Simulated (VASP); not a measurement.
# CuO (P6_3/mmc) in VASP: single point with LDA+U

Aim: the single point of CuO with LDA+U.

Program: VASP 6.6.1. These are calculated values, not measurements. Logs are shortened: lines on timing, memory, paths and dates and some standing lists are left out, and cuts for length are marked.

### Step 1. The cell of the first run

Symmetry: P6_3/mmc, No. 194, hexagonal system. Conventional cell: a = 3.180 Å, b = 3.180 Å, c = 4.431 Å, α = 90.00°, β = 90.00°, γ = 120.00°. Within 2.8 Å of Cu (site symmetry -3m) lie 6 O at 2.14 Å and 2 Cu at 2.22 Å. O (site symmetry -6m2) has 6 Cu at 2.14 Å within 2.8 Å.

### Step 2. Single point, LDA+U, collinear spin, antiferromagnetic start

Input file INCAR:

```
ALGO = Normal ; EDIFF = 1E-6
ENCUT = 520 ; GGA = CA
ISIF = 2 ; ISMEAR = 0
ISPIN = 2 ; LASPH = True
LCHARG = False ; LDAU = True
LDAUJ = 0 0 ; LDAUL = 2 -1
LDAUPRINT = 1 ; LDAUTYPE = 2
LDAUU = 5 0 ; LMAXMIX = 4
LORBIT = 11 ; LREAL = False
LWAVE = False ; MAGMOM = 1 1 -1 -1 0 0 0 0
NBANDS = 48 ; NELM = 150
PREC = Accurate ; SIGMA = 0.05
```

Input file KPOINTS:

```
k-points
0
Gamma
  7 7 2
```

Input file POSCAR:

```
CuO
1.0
    3.1795331000      0.0000000000      0.0000000000
   -1.5897665500      2.7535564400      0.0000000000
    0.0000000000      0.0000000000      8.8629814600
Cu O
4 4
Direct
    0.0000000000      0.0000000000      0.0000000000
    0.0000000000      0.0000000000      0.2500000000
    0.0000000000      0.0000000000      0.5000000000
    0.0000000000      0.0000000000      0.7500000000
    0.3333333333      0.6666666667      0.1250000000
    0.6666666667      0.3333333333      0.3750000000
    0.3333333333      0.6666666667      0.6250000000
    0.6666666667      0.3333333333      0.8750000000
```

Potentials or basis: VASP PAW LDA potentials, release 64 (Cu, O).

Command:

```sh
$ cat potpaw_LDA.64/Cu/POTCAR potpaw_LDA.64/O/POTCAR > POTCAR
$ mpirun -np 1 vasp_std > vasp.out
```

OUTCAR:

```text
EDIFF = 1E-6
   ENCUT = 520
   GGA = CA
   ISIF = 2
   ISMEAR = 0
   ISPIN = 2
   LASPH = True
   LORBIT = 11
   LREAL = False
   NELM = 150
   PREC = Accurate

 ion  position               nearest neighbor table
   1  0.000  0.000  0.000-   5 2.14   8 2.14   8 2.14   5 2.14   8 2.14   5 2.14   2 2.22   4 2.22

   2  0.000  0.000  0.250-   5 2.14   6 2.14   6 2.14   5 2.14   6 2.14   5 2.14   1 2.22   3 2.22

   3  0.000  0.000  0.500-   6 2.14   7 2.14   6 2.14   7 2.14   6 2.14   7 2.14   2 2.22   4 2.22
[... 14 lines left out ...]
 A1 = (   3.1795331000,   0.0000000000,   0.0000000000)
 A2 = (  -1.5897665500,   2.7535564400,   0.0000000000)
 A3 = (   0.0000000000,   0.0000000000,   8.8629814600)

Analysis of symmetry for initial positions (statically):
=====================================================================
 Subroutine PRICEL returns following result:

  LATTYP: Found a hexagonal cell.
 ALAT       =     3.1795331000
 C/A-ratio  =     1.3937551806
[... 12 lines left out ...]
 Subroutine GETGRP returns: Found 24 space group operations
 (whereof 12 operations were pure point group operations)
 out of a pool of 24 trial point group operations.

The static configuration has the point symmetry D_3d.
 The point group associated with its full space group is D_6h.

Analysis of symmetry for dynamics (positions and initial velocities):
=====================================================================
 Subroutine PRICEL returns following result:

  LATTYP: Found a hexagonal cell.
 ALAT       =     3.1795331000
 C/A-ratio  =     1.3937551806
[... 12 lines left out ...]
 Subroutine GETGRP returns: Found 24 space group operations
 (whereof 12 operations were pure point group operations)
 out of a pool of 24 trial point group operations.

The dynamic configuration has the point symmetry D_3d.
 The point group associated with its full space group is D_6h.

Analysis of structural, dynamic, and magnetic symmetry:
=====================================================================
 Subroutine PRICEL returns following result:

  LATTYP: Found a hexagonal cell.
 ALAT       =     3.1795331000
 C/A-ratio  =     1.3937551806
[... 12 lines left out ...]
 Subroutine GETGRP returns: Found 12 space group operations
 (whereof  6 operations were pure point group operations)
 out of a pool of 24 trial point group operations.

The overall configuration has the point symmetry C_3v.
 The point group associated with its full space group is D_3h.

 Subroutine INISYM returns: Found 12 space group operations
 (whereof  6 operations are pure point group operations),
 and found     2 'primitive' translations

----------------------------------------------------------------------------------------

                                     Primitive cell

  volume of cell :      38.7978

  direct lattice vectors                    reciprocal lattice vectors
     3.179533100  0.000000000  0.000000000     0.314511587  0.181583349  0.000000000
    -1.589766550  2.753556440  0.000000000     0.000000000  0.363166698  0.000000000
     0.000000000  0.000000000  4.431490730     0.000000000  0.000000000  0.225657699

  length of vectors
     3.179533100  3.179533103  4.431490730     0.363166698  0.363166698  0.225657699

  position of ions in fractional coordinates (direct lattice)
     0.000000000  0.000000000  0.000000000
     0.000000000  0.000000000  0.500000000
     0.333333333  0.666666667  0.250000000
     0.666666667  0.333333333  0.750000000

  ion indices of the primitive-cell ions
   primitive index   ion index
                 1           1
                 2           2
                 3           5
                 4           8

[... 80 lines left out ...]
   IMIX   =      4    mixing-type and parameters
     AMIX     =   0.40;   BMIX     =  1.00
     AMIX_MAG =   1.60;   BMIX_MAG =  1.00
  volume/ion in A,a.u.               =       9.70        65.46
  Fermi-wavevector in a.u.,A,eV,Ry     =   1.566626  2.960494 33.393023  2.454318
  Thomas-Fermi vector in A             =   2.668926
   LORBIT       =     11    0 simple, 1 ext, 2 COOP (PROOUT), +10 PAW based schemes
 LDA+U is selected, type is set to LDAUTYPE =  2
   angular momentum for each species LDAUL =     2   -1
   U (eV)           for each species LDAUU =   5.0  0.0
   J (eV)           for each species LDAUJ =   0.0  0.0
   GGA     = CA    functional components
   LHFCALC =     F    Hartree Fock is set to
   AEXX    =    0.0000 exact exchange contribution
   IVDW    =     0    specifies the selected vdW correction
   LEPSILON=     F    determine dielectric tensor
   LRPA    =     F    only Hartree local field effects (RPA)
 spin polarized calculation
 Gauss-broadening in eV      SIGMA  =   0.05
  energy-cutoff  :      520.00
  volume of cell :       77.60
 maximum number of plane-waves:      2106
 NGX is ok and might be reduce to    24
   NGX = 11   NGY = 11   NGZ = 33

 number of electron      68.0000018 magnetization       0.0000000

atom =   1  type =  1  l = 2

 onsite density matrix

spin component  1
[... 116 lines left out ...]
  o =  0.8052  v =  0.6776  0.0000 -0.0000  0.7354 -0.0000  0.0000  0.0000  0.0000  0.0000  0.0000      0.0000  0.0000  0.0000  0.0000  0.0000  0.0000  0.0000  0.0000  0.0000  0.0000
  o =  0.8052  v =  0.0000 -0.7354  0.0000 -0.0000 -0.6776  0.0000  0.0000  0.0000  0.0000  0.0000      0.0000  0.0000  0.0000  0.0000  0.0000  0.0000  0.0000  0.0000  0.0000  0.0000
  o =  0.9562  v =  0.0000 -0.0000 -1.0000 -0.0000  0.0000  0.0000  0.0000  0.0000  0.0000  0.0000      0.0000  0.0000  0.0000  0.0000  0.0000  0.0000  0.0000  0.0000  0.0000  0.0000
  o =  0.9616  v =  0.0000  0.0000  0.0000  0.0000  0.0000 -0.0000  0.0000  1.0000  0.0000 -0.0000      0.0000  0.0000  0.0000  0.0000  0.0000  0.0000  0.0000  0.0000  0.0000  0.0000
  o =  0.9652  v = -0.7354  0.0000 -0.0000  0.6776 -0.0000  0.0000  0.0000  0.0000  0.0000  0.0000      0.0000  0.0000  0.0000  0.0000  0.0000  0.0000  0.0000  0.0000  0.0000  0.0000
  o =  0.9652  v =  0.0000 -0.6776  0.0000  0.0000  0.7354  0.0000  0.0000  0.0000  0.0000  0.0000      0.0000  0.0000  0.0000  0.0000  0.0000  0.0000  0.0000  0.0000  0.0000  0.0000
  o =  0.9655  v =  0.0000  0.0000  0.0000  0.0000  0.0000  0.9985  0.0000 -0.0000 -0.0549 -0.0000      0.0000  0.0000  0.0000  0.0000  0.0000  0.0000  0.0000  0.0000  0.0000  0.0000
  o =  0.9655  v =  0.0000  0.0000  0.0000  0.0000  0.0000  0.0000 -0.0549  0.0000 -0.0000  0.9985      0.0000  0.0000  0.0000  0.0000  0.0000  0.0000  0.0000  0.0000  0.0000  0.0000
  o =  0.9711  v =  0.0000  0.0000  0.0000  0.0000  0.0000 -0.0549  0.0000  0.0000 -0.9985  0.0000      0.0000  0.0000  0.0000  0.0000  0.0000  0.0000  0.0000  0.0000  0.0000  0.0000
  o =  0.9711  v =  0.0000  0.0000  0.0000  0.0000  0.0000  0.0000  0.9985  0.0000  0.0000  0.0549      0.0000  0.0000  0.0000  0.0000  0.0000  0.0000  0.0000  0.0000  0.0000  0.0000

 number of electron      68.0000018 magnetization      -0.0000000

 Free energy of the ion-electron system (eV)
  ---------------------------------------------------
  ext. energy  EPLUGINS =         0.00000000
  ---------------------------------------------------
  free energy    TOTEN  =       -37.00013025 eV

  energy without entropy =      -36.99522254  energy(sigma->0) =      -36.99767640

 E-fermi :   4.7376     XC(G=0): -12.6980

 val. band max:        4.7363966142   @ k =   0.2857  -0.0000   0.5000
 cond. band min:       4.7766531036   @ k =   0.2857  -0.0000   0.0000
 fundamental gap:      0.0402564894
 Fermi energy:         4.7375908003

 spin component 1

 k-point     1 :       0.0000    0.0000    0.0000
  band No.  band energies     occupation
      1     -13.7541      1.00000
      2     -13.0115      1.00000
      3     -12.8788      1.00000
      4     -12.0277      1.00000
      5      -1.5660      1.00000
      6      -0.9446      1.00000
[... 773 lines left out ...]
     45      16.9374      0.00000
     46      16.9918      0.00000
 Fermi energy:         4.7375908003

 spin component 2

 k-point     1 :       0.0000    0.0000    0.0000
  band No.  band energies     occupation
      1     -13.7541      1.00000
      2     -13.0115      1.00000
      3     -12.8788      1.00000
      4     -12.0277      1.00000
      5      -1.5660      1.00000
      6      -0.9446      1.00000
[... 773 lines left out ...]
     45      16.9374      0.00000
     46      16.9918      0.00000
 [bands above 46 left out]

------------------------ aborting loop because EDIFF is reached ----------------------------------------

  FORCE on cell =-STRESS in cart. coord.  units (eV):
  Direction    XX          YY          ZZ          XY          YZ          ZX
  --------------------------------------------------------------------------------------
  -------------------------------------------------------------------------------------
  Total      -13.4045424    -13.4045424      6.2812202      0.0000000      0.0000000      0.0000000
  in kB     -276.7740703   -276.7740709    129.6932665      0.0000000      0.0000000      0.0000000
  external PRESSURE =    -141.2849582 kB  Pullay stress =       0.0000000 kB

 VOLUME and BASIS-vectors are now :
 -----------------------------------------------------------------------------
  energy-cutoff  :      520.00
  volume of cell :       77.60
      direct lattice vectors                 reciprocal lattice vectors
     3.179533100  0.000000000  0.000000000     0.314511587  0.181583349  0.000000000
    -1.589766550  2.753556440  0.000000000     0.000000000  0.363166698  0.000000000
     0.000000000  0.000000000  8.862981460     0.000000000  0.000000000  0.112828849

 POSITION                                       TOTAL-FORCE (eV/Angst)
 -----------------------------------------------------------------------------------
      0.00000      0.00000      0.00000         0.000000     -0.000000     -0.063318
      0.00000      0.00000      2.21575         0.000000     -0.000000      0.063318
      0.00000      0.00000      4.43149         0.000000     -0.000000     -0.063318
      0.00000      0.00000      6.64724         0.000000     -0.000000      0.063318
     -0.00000      1.83570      1.10787        -0.000000      0.000000     -0.000000
      1.58977      0.91785      3.32362         0.000000      0.000000     -0.000000
     -0.00000      1.83570      5.53936        -0.000000      0.000000     -0.000000
      1.58977      0.91785      7.75511         0.000000      0.000000     -0.000000
 -----------------------------------------------------------------------------------
    total drift:                               -0.000000      0.000000      0.000000

  FREE ENERGIE OF THE ION-ELECTRON SYSTEM (eV)
  ---------------------------------------------------
  free  energy   TOTEN  =       -37.0001302487 eV

  energy  without entropy=      -36.9952225439  energy(sigma->0) =      -36.99767640

 total charge

# of ion       s       p       d       tot
------------------------------------------
    1        0.334   0.358   9.309  10.001
    2        0.334   0.358   9.309  10.001
    3        0.334   0.358   9.309  10.001
    4        0.334   0.358   9.309  10.001
    5        1.571   3.265   0.000   4.836
    6        1.566   3.281   0.000   4.847
    7        1.571   3.265   0.000   4.836
    8        1.566   3.281   0.000   4.847
--------------------------------------------------
tot          7.612  14.521  37.236  59.369

 magnetization (x)

# of ion       s       p       d       tot
------------------------------------------
    1       -0.005  -0.006   0.338   0.327
    2       -0.005  -0.006   0.338   0.327
    3        0.005   0.006  -0.338  -0.327
    4        0.005   0.006  -0.338  -0.327
    5        0.004   0.363   0.000   0.366
    6        0.000   0.000   0.000   0.000
    7       -0.004  -0.363   0.000  -0.366
    8        0.000   0.000   0.000   0.000
--------------------------------------------------
tot          0.000   0.000   0.000   0.000
```

Run time: 2.1 min. Hardware: 1 thread of Intel Xeon 6975P-C, shared host; peak memory 0.22 GiB.

Results:

```yaml
Free_energy: -37.0001 eV
Pressure: -14.1 GPa
Largest_force: 0.063 eV/Å
Band_gap_on_the_k_mesh: zero (filled and empty bands overlap)
Net_moment: 0.00 μB per cell
Site_moments: Cu +0.33, -0.33; O +0.37, +0.00, -0.37 μB
Valence_electrons_inside_the_program's_atomic_spheres: Cu 10.00; O 4.84, 4.85
```

Forces in eV/Å, atoms in the order of the input:
```
Cu   0.000  0.000 -0.063
Cu   0.000  0.000  0.063
Cu   0.000  0.000 -0.063
Cu   0.000  0.000  0.063
O    0.000  0.000  0.000
O    0.000  0.000  0.000
O    0.000  0.000  0.000
O    0.000  0.000  0.000
```

Stress tensor (GPa, compression positive):
```
-27.68   0.00   0.00
  0.00 -27.68   0.00
  0.00   0.00  12.97
```

Eigenvalues of the final occupation matrices:
| site | spin | trace | eigenvalues |
| --- | --- | --- | --- |
| site 1 d | 1 | 4.83 | 0.96 0.97 0.97 0.97 0.97 |
| site 1 d | 2 | 4.50 | 0.81 0.81 0.96 0.97 0.97 |
| site 2 d | 1 | 4.83 | 0.96 0.97 0.97 0.97 0.97 |
| site 2 d | 2 | 4.50 | 0.81 0.81 0.96 0.97 0.97 |
| site 3 d | 1 | 4.50 | 0.81 0.81 0.96 0.97 0.97 |
| site 3 d | 2 | 4.83 | 0.96 0.97 0.97 0.97 0.97 |
| site 4 d | 1 | 4.50 | 0.81 0.81 0.96 0.97 0.97 |
| site 4 d | 2 | 4.83 | 0.96 0.97 0.97 0.97 0.97 |

The state reached can hang on the start; a lower one may exist.
